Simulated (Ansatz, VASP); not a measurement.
## Nb32H in VASP and in Ansatz

```
CELL_PARAMETERS angstrom
0.00000 6.61715 6.61715
6.61715 0.00000 6.61715
6.61715 6.61715 0.00000
ATOMIC_POSITIONS crystal
Nb 0.99980 0.99821 0.99880
Nb 0.12220 0.12745 0.12655
Nb 0.25273 0.24766 0.24880
Nb 0.37862 0.37536 0.37166
Nb 0.00217 0.99949 0.49679
Nb 0.12481 0.12624 0.62541
Nb 0.25217 0.24130 0.75599
Nb 0.37509 0.37465 0.87824
Nb 0.00184 0.49797 0.99968
Nb 0.12401 0.62579 0.12856
Nb 0.25209 0.75110 0.24464
Nb 0.37463 0.87822 0.37567
Nb 0.99401 0.49903 0.49813
Nb 0.11914 0.63266 0.63096
Nb 0.25325 0.74819 0.74801
Nb 0.37319 0.87608 0.87617
Nb 0.50403 0.99823 0.99856
Nb 0.62520 0.12537 0.12483
Nb 0.75066 0.24845 0.24993
Nb 0.87386 0.37534 0.37689
Nb 0.50157 0.99912 0.49733
Nb 0.62188 0.12792 0.62610
Nb 0.75136 0.24674 0.75031
Nb 0.87148 0.37553 0.87871
Nb 0.50032 0.49898 0.99949
Nb 0.62198 0.62589 0.12840
Nb 0.75164 0.75065 0.24610
Nb 0.87188 0.87765 0.37531
Nb 0.50518 0.49760 0.49842
Nb 0.62353 0.62593 0.62794
Nb 0.75034 0.74946 0.74834
Nb 0.87253 0.87697 0.87739
H 0.18622 0.44030 0.56384
```

Alike in both runs: functional PBE; k mesh 1 × 1 × 1; occupations methfessel-paxton of order 1, width 0.1 eV; no spin polarisation.

Ansatz relaxed the structure, and its values are those at the end. VASP's run is a single point on that final structure, the one shown.

|  | VASP | Ansatz |
| --- | --- | --- |
| version | VASP 6.6.1 | Ansatz 0.2.0 |
| potentials or method | VASP PAW PBE potentials, release 64 (Nb_sv, H), cutoff 520 eV | plane-wave PAW DFT |
| valence electrons in the cell | 417 | 417 |

|  | VASP | Ansatz | Ansatz less VASP |
| --- | --- | --- | --- |
| rms of the force components (eV/Å) | 0.007 | 0.006 | -0.0009 |
